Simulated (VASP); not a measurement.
# ZrS (Fmmm) in VASP: single point with LDA

Aim: the single point of ZrS with LDA.

All numbers are computed with VASP 6.6.1; they aren't measurements. Logs are shortened: lines on timing, memory, paths and dates and some standing lists are left out, and cuts for length are marked.

### 1 The cell of the first run

It takes space group Fmmm (No. 69, orthorhombic). The conventional cell has a = 4.946 Å, b = 5.134 Å, c = 5.323 Å, α = 90.00°, β = 90.00°, γ = 90.00°. Within 3.3 Å of Zr (site symmetry mmm) lie 6 S at 2.47 to 2.66 Å. S (site symmetry mmm) has 6 Zr at 2.47 to 2.66 Å within 3.3 Å.

### 2 Single point, LDA (engineering shear strain xy +0.0000, strain +e along x and -e along y -0.0367)

INCAR reads:

```
PREC = Accurate
ENCUT = 520
EDIFF = 1E-7
ISMEAR = 0
SIGMA = 0.15
LREAL = False
LASPH = True
NELM = 100
ALGO = Normal
ISIF = 2
LWAVE = False
LCHARG = False
GGA = CA
NBANDS = 16
```

KPOINTS reads:

```
Automatic mesh
0
Gamma
  16 16 16
```

POSCAR reads:

```
ZrS
1.0
    0.0000000000      2.6613589375      2.5671447261
    2.4729305147      0.0000000000      2.5671447261
    2.4729305147      2.6613589375      0.0000000000
Zr S
1 1
Direct
    0.0000000000      0.0000000000      0.0000000000
    0.5000000000      0.5000000000      0.5000000000
```

Potentials or basis: VASP PAW LDA potentials, release 64 (Zr_sv, S).

Command:

```sh
> cat potpaw_LDA.64/Zr_sv/POTCAR potpaw_LDA.64/S/POTCAR > POTCAR
> mpirun -np 1 vasp_std > vasp.out
```

OUTCAR:

```text
PREC = Accurate
   ENCUT = 520
   EDIFF = 1E-7
   ISMEAR = 0
   LREAL = False
   LASPH = True
   NELM = 100
   ISIF = 2
   GGA = CA

 ion  position               nearest neighbor table
   1  0.000  0.000  0.000-   2 2.47   2 2.47   2 2.57   2 2.57   2 2.66   2 2.66
   2  0.500  0.500  0.500-   1 2.47   1 2.47   1 2.57   1 2.57   1 2.66   1 2.66

  LATTYP: Found a face centered orthorhombic cell.
 ALAT       =     4.9458610294
 B/A-ratio  =     1.0380982041
 C/A-ratio  =     1.0761964081

  Lattice vectors:

 A1 = (   0.0000000000,   2.6613589375,  -2.5671447261)
 A2 = (   2.4729305147,   2.6613589375,   0.0000000000)
 A3 = (   2.4729305147,   0.0000000000,  -2.5671447261)

Analysis of symmetry for initial positions (statically):
=====================================================================
 Subroutine PRICEL returns:
 Original cell was already a primitive cell.

 Routine SETGRP: Setting up the symmetry group for a
 face centered orthorhombic supercell.

 Subroutine GETGRP returns: Found  8 space group operations
 (whereof  8 operations were pure point group operations)
 out of a pool of  8 trial point group operations.

The static configuration has the point symmetry D_2h.

Analysis of symmetry for dynamics (positions and initial velocities):
=====================================================================
 Subroutine PRICEL returns:
 Original cell was already a primitive cell.

 Routine SETGRP: Setting up the symmetry group for a
 face centered orthorhombic supercell.

 Subroutine GETGRP returns: Found  8 space group operations
 (whereof  8 operations were pure point group operations)
 out of a pool of  8 trial point group operations.

The dynamic configuration has the point symmetry D_2h.

 Subroutine INISYM returns: Found  8 space group operations
 (whereof  8 operations are pure point group operations),
 and found     1 'primitive' translations

----------------------------------------------------------------------------------------

                                     Primitive cell

  volume of cell :      33.7906

  direct lattice vectors                    reciprocal lattice vectors
     0.000000000  2.661358938  2.567144726    -0.202189264  0.187873944  0.194768918
     2.472930515  0.000000000  2.567144726     0.202189264 -0.187873944  0.194768918
     2.472930515  2.661358938  0.000000000     0.202189264  0.187873944 -0.194768918

  length of vectors
     3.697710567  3.564493986  3.632935001     0.337804749  0.337804749  0.337804749

  position of ions in fractional coordinates (direct lattice)
     0.000000000  0.000000000  0.000000000
     0.500000000  0.500000000  0.500000000

  ion indices of the primitive-cell ions
   primitive index   ion index
                 1           1
                 2           2

----------------------------------------------------------------------------------------

 KPOINTS: Automatic mesh

Automatic generation of k-mesh.
 Grid dimensions read from file:
 generate k-points for:   16   16   16

 Generating k-lattice:

  Cartesian coordinates                     Fractional coordinates (reciprocal lattice)
    -0.012636829  0.011742122  0.012173057     0.062500000  0.000000000  0.000000000
     0.012636829 -0.011742122  0.012173057     0.000000000  0.062500000  0.000000000
     0.012636829  0.011742122 -0.012173057     0.000000000  0.000000000  0.062500000

  Length of vectors
     0.021112797  0.021112797  0.021112797

  Shift w.r.t. Gamma in fractional coordinates (k-lattice)
     0.000000000  0.000000000  0.000000000

 Subroutine IBZKPT returns following result:
 ===========================================

 Found    621 irreducible k-points:

 Following reciprocal coordinates:
            Coordinates               Weight
  0.000000  0.000000  0.000000      1.000000
  0.062500  0.000000  0.000000      8.000000
  0.125000  0.000000  0.000000      8.000000
  0.187500  0.000000  0.000000      8.000000
  0.250000  0.000000  0.000000      8.000000
  0.312500  0.000000 -0.000000      8.000000
[... 16 lines left out ...]
 -0.125000  0.062500 -0.000000      8.000000
 -0.062500  0.062500  0.000000      4.000000
 [... further k-points ...]
   k-points           NKPTS =    621   k-points in BZ     NKDIM =    621   number of bands    NBANDS=     16
   number of dos      NEDOS =    301   number of ions     NIONS =      2
   total plane-waves  NPLWV =  21952
   dimension x,y,z NGX =    28 NGY =   28 NGZ =   28
   dimension x,y,z NGXF=    56 NGYF=   56 NGZF=   56
   ions per type =               1   1
   NGX,Y,Z   is equivalent  to a cutoff of  12.59, 13.06, 12.81 a.u.
   NGXF,Y,Z  is equivalent  to a cutoff of  25.18, 26.12, 25.63 a.u.
 SYSTEM =  unknown system
   PREC   = accura    normal or accurate (medium, high low for compatibility)
   ISTART =      0    job   : 0-new  1-cont  2-samecut
   ICHARG =      2    charge: 1-file 2-atom 10-const
   ISPIN  =      1    spin polarized calculation?
   LNONCOLLINEAR =      F non collinear calculations
   LSORBIT =      F    spin-orbit coupling
   LASPH  =      T    aspherical Exc in radial PAW
   ENCUT  =  520.0 eV  38.22 Ry    6.18 a.u.   6.88  6.63  6.75*2*pi/ulx,y,z
   NELM   =    100;   NELMIN=  2; NELMDL= -5     # of ELM steps
   EDIFF  = 0.1E-06   stopping-criterion for ELM
   LREAL  =      F    real-space projection
   EDIFFG = 0.1E-05   stopping-criterion for IOM
   NSW    =      0    number of steps for IOM
   IBRION =     -1    ionic relax: 0-MD 1-quasi-New 2-CG
   NFREE  =      0    steps in history (QN), initial steepest desc. (CG)
   ISIF   =      2    stress and relaxation
   ISYM   =      2    0-nonsym 1-usesym 2-fastsym
   POTIM  = 0.5000    time-step for ionic-motion
   TEBEG  =    0.0;   TEEND  =   0.0 temperature during run
   PSTRESS=    0.0 pullay stress
   NELECT =      18.0000    total number of electrons
   NUPDOWN=      -1.0000    fix difference up-down
   EMIN   =  10.00;   EMAX   =-10.00  energy-range for DOS
   EFERMI =   0.00;   METHOD = LEGACY
   ISMEAR =     0;   SIGMA  =   0.15  broadening in eV -4-tet -1-fermi 0-gaus
   EFERMI_NEDOS =   21; number of points for ismear=-14 and -15
   IALGO  =     38    algorithm
   IMIX   =      4    mixing-type and parameters
     AMIX     =   0.40;   BMIX     =  1.00
     AMIX_MAG =   1.60;   BMIX_MAG =  1.00
  volume/ion in A,a.u.               =      16.90       114.02
  Fermi-wavevector in a.u.,A,eV,Ry     =   1.327090  2.507837 23.962149  1.761168
  Thomas-Fermi vector in A             =   2.456428
   LORBIT       =      0    0 simple, 1 ext, 2 COOP (PROOUT), +10 PAW based schemes
   GGA     = CA    functional components
   LHFCALC =     F    Hartree Fock is set to
   AEXX    =    0.0000 exact exchange contribution
   IVDW    =     0    specifies the selected vdW correction
   LEPSILON=     F    determine dielectric tensor
   LRPA    =     F    only Hartree local field effects (RPA)
 non-spin polarized calculation
 Gauss-broadening in eV      SIGMA  =   0.15
  energy-cutoff  :      520.00
  volume of cell :       33.79
 maximum number of plane-waves:       925
   NGX = 13   NGY = 13   NGZ = 13

 number of electron      17.9999999 magnetization

 Free energy of the ion-electron system (eV)
  ---------------------------------------------------
  ext. energy  EPLUGINS =         0.00000000
  ---------------------------------------------------
  free energy    TOTEN  =       -17.07448664 eV

  energy without entropy =      -17.06068535  energy(sigma->0) =      -17.06758599

 E-fermi :  11.3695     XC(G=0): -11.8550

 val. band max:       11.3687718235   @ k =   0.4375   0.1250   0.1250
 cond. band min:      11.3712690832   @ k =  -0.1250  -0.0000   0.1250
 fundamental gap:      0.0024972596
 Fermi energy:        11.3695445506

 k-point     1 :       0.0000    0.0000    0.0000
  band No.  band energies     occupation
      1     -38.1429      2.00000
      2     -16.3066      2.00000
      3     -16.2616      2.00000
      4     -16.2358      2.00000
      5      -4.6698      2.00000
      6       7.7809      2.00000
[... 8 lines left out ...]
     15      18.6513      0.00000
     16      23.8983      0.00000

 k-point     2 :       0.0625    0.0000    0.0000
  band No.  band energies     occupation
      1     -38.1415      2.00000
      2     -16.3165      2.00000
      3     -16.2685      2.00000
      4     -16.2412      2.00000
      5      -4.6106      2.00000
      6       7.4899      2.00000
[... 8 lines left out ...]
     15      18.8389      0.00000
     16      23.6150      0.00000

 k-point     3 :       0.1250    0.0000    0.0000
  band No.  band energies     occupation
      1     -38.1373      2.00000
      2     -16.3581      2.00000
      3     -16.2800      2.00000
      4     -16.2511      2.00000
      5      -4.4391      2.00000
      6       6.7697      2.00000
[... 8 lines left out ...]
     15      19.3312      0.00000
     16      22.8623      0.00000

 k-point     4 :       0.1875    0.0000    0.0000
  band No.  band energies     occupation
      1     -38.1310      2.00000
      2     -16.4324      2.00000
      3     -16.2870      2.00000
      4     -16.2624      2.00000
      5      -4.1728      2.00000
      6       5.9033      2.00000
[... 8 lines left out ...]
     15      19.8014      0.00000
     16      22.1876      0.00000
[... 324 lines left out ...]
 k-point    22 :      -0.1875    0.0625    0.0000
  band No.  band energies     occupation
      1     -38.1277      2.00000
      2     -16.4649      2.00000
      3     -16.2972      2.00000
      4     -16.2693      2.00000
      5      -4.0297      2.00000
      6       5.4817      2.00000
[... 8 lines left out ...]
     15      19.9393      0.00000
     16      21.2892      0.00000

 k-point    23 :      -0.1250    0.0625   -0.0000
  band No.  band energies     occupation
      1     -38.1343      2.00000
      2     -16.3884      2.00000
      3     -16.2861      2.00000
      4     -16.2600      2.00000
      5      -4.3130      2.00000
      6       6.2713      2.00000
[... 8 lines left out ...]
     15      19.6485      0.00000
     16      22.2265      0.00000

 k-point    24 :      -0.0625    0.0625    0.0000
  band No.  band energies     occupation
      1     -38.1391      2.00000
      2     -16.3381      2.00000
      3     -16.2730      2.00000
      4     -16.2509      2.00000
      5      -4.5137      2.00000
      6       6.9825      2.00000
[... 8 lines left out ...]
     15      19.1309      0.00000
     16      23.3361      0.00000

 [... further k-points ...]

------------------------ aborting loop because EDIFF is reached ----------------------------------------

  FORCE on cell =-STRESS in cart. coord.  units (eV):
  Direction    XX          YY          ZZ          XY          YZ          ZX
  --------------------------------------------------------------------------------------
  -------------------------------------------------------------------------------------
  Total        3.2627119     -1.9097055     -0.0148411      0.0000000      0.0000000      0.0000000
  in kB      154.7011682    -90.5485020     -0.7036909      0.0000000      0.0000000      0.0000000
  external PRESSURE =      21.1496584 kB  Pullay stress =       0.0000000 kB

 VOLUME and BASIS-vectors are now :
 -----------------------------------------------------------------------------
  energy-cutoff  :      520.00
  volume of cell :       33.79
      direct lattice vectors                 reciprocal lattice vectors
     0.000000000  2.661358938  2.567144726    -0.202189264  0.187873944  0.194768918
     2.472930515  0.000000000  2.567144726     0.202189264 -0.187873944  0.194768918
     2.472930515  2.661358938  0.000000000     0.202189264  0.187873944 -0.194768918

 POSITION                                       TOTAL-FORCE (eV/Angst)
 -----------------------------------------------------------------------------------
      0.00000      0.00000      0.00000         0.000000     -0.000000      0.000000
      2.47293      2.66136      2.56714         0.000000      0.000000     -0.000000
 -----------------------------------------------------------------------------------
    total drift:                                0.000000      0.000000      0.000000

  FREE ENERGIE OF THE ION-ELECTRON SYSTEM (eV)
  ---------------------------------------------------
  free  energy   TOTEN  =       -17.0744866371 eV

  energy  without entropy=      -17.0606853510  energy(sigma->0) =      -17.06758599
```

Wall time 4.5 min (1 thread of AMD EPYC 7R43 (Zen 3), shared host); peak memory 0.37 GiB.

What came out:

| Quantity | Value |
| --- | --- |
| Free energy | -17.0745 eV |
| Pressure | 2.1 GPa |
| Band gap on the k mesh | zero (band 9 reaches 12.88 eV, above the bottom of band 10 at 9.84 eV) |

Levels at points of the mesh, in eV from the Fermi level:
| k point | band 7 | band 8 | band 9 | band 10 | band 11 | band 12 |
| --- | --- | --- | --- | --- | --- | --- |
| (0.00, 0.00, 0.00) | -3.49 | -3.32 | -1.89 | -1.49 | -1.08 | -1.00 |
| (0.50, 0.00, 0.00) | -6.24 | -6.20 | 1.52 | 1.79 | 2.00 | 2.10 |
| (0.50, 0.50, 0.00) | -4.46 | -4.33 | -3.72 | 0.46 | 2.32 | 2.87 |
| (0.50, 0.00, 0.50) | -4.29 | -4.18 | -3.78 | 0.35 | 2.53 | 2.71 |
| (0.00, 0.50, 0.50) | -4.62 | -4.59 | -3.72 | 0.73 | 2.36 | 2.72 |

Caveat: the cell differs from its parent crystal (engineering shear strain xy +0.0000, strain +e along x and -e along y -0.0367).
